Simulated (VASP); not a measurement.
A run of VASP 6.6.1:

File INCAR:

```
SYSTEM = Sc3W
PREC     = Accurate       ! precision mode
ENCUT    = 520            ! plane-wave cutoff, eV
EDIFF    = 1E-6           ! SCF threshold, eV
ISMEAR   = 0              ! smearing method
SIGMA    = 0.1            ! smearing width, eV
LREAL    = .FALSE.        ! projectors in reciprocal space
LASPH    = .TRUE.         ! aspherical terms in the spheres
NELM     = 80             ! most SCF steps
ALGO     = Normal         ! electronic algorithm
ISIF     = 2              ! what is computed and relaxed
LWAVE    = .FALSE.        ! write WAVECAR
LCHARG   = .FALSE.        ! write CHGCAR
GGA      = PE             ! functional
NBANDS   = 32             ! bands
```

The input KPOINTS:

```
regular mesh
0
G
  6 6 2
  0 0 0
```

The input POSCAR:

```
Sc3W
1.0
    3.0915319793      0.0000000000      0.0000000000
   -1.5457659897      2.6773452307      0.0000000000
    0.0000000000      0.0000000000     10.2108798906
Sc W
3 1
Direct
    0.6666666667      0.3333333333      0.5000000000
    0.3333333333      0.6666666667      0.2304243706
    0.3333333333      0.6666666667      0.7695756294
    0.6666666667      0.3333333333      0.0000000000
```

Potentials or basis: VASP PAW PBE potentials, release 64 (Sc_sv, W_sv).

Launch:

```bash
$ cat potpaw_PBE.64/Sc_sv/POTCAR potpaw_PBE.64/W_sv/POTCAR > POTCAR
$ mpirun -np 1 vasp_std > vasp.out
```

Hardware: 1 thread of Intel(R) Xeon(R) Platinum 8259CL CPU @ 2.50GHz (Skylake/Cascade Lake), with other jobs on the host.

Estimate the wall time of this run.

Wall time 38 s on 1 thread of Intel(R) Xeon(R) Platinum 8259CL CPU @ 2.50GHz (Skylake/Cascade Lake), with other jobs on the host, peak memory 0.21 GiB. Counts: scf iterations 16, k points 14.
